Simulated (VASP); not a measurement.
Runs of VASP 6.6.1 on TaF3. The structure is that of space group P4/mmm (No. 123), or close to it. The cells are those of the table. 

```csv
cell,gap on the mesh (eV),pressure (GPa)
"a = 4.062, b = 4.062, c = 4.383 Å, 4 atoms",none,-1.9
"a = 3.958, b = 3.958, c = 4.617 Å, 4 atoms",none,1.7
"a = 4.375, b = 4.375, c = 3.779 Å, 4 atoms",none,2.3
"a = 4.271, b = 4.271, c = 3.966 Å, 4 atoms",none,(a)
```

Alike in all rows: task single point; level PBE; potentials or basis VASP PAW PBE potentials, release 64 (Ta_pv, F); no spin polarisation; k mesh 8 × 8 × 8; cutoff (eV) 600; smearing fermi-dirac 0.05 eV.

Question: Fill in the values left out.

Answer: (a) -1.8.

Caveats: spin-orbit coupling is left out, which moves the levels of the heavy elements.

A k mesh can miss the band edges, and the runs leave out spin-orbit coupling on Ta.

A gap of «none» marks levels without a gap at the run's occupations.
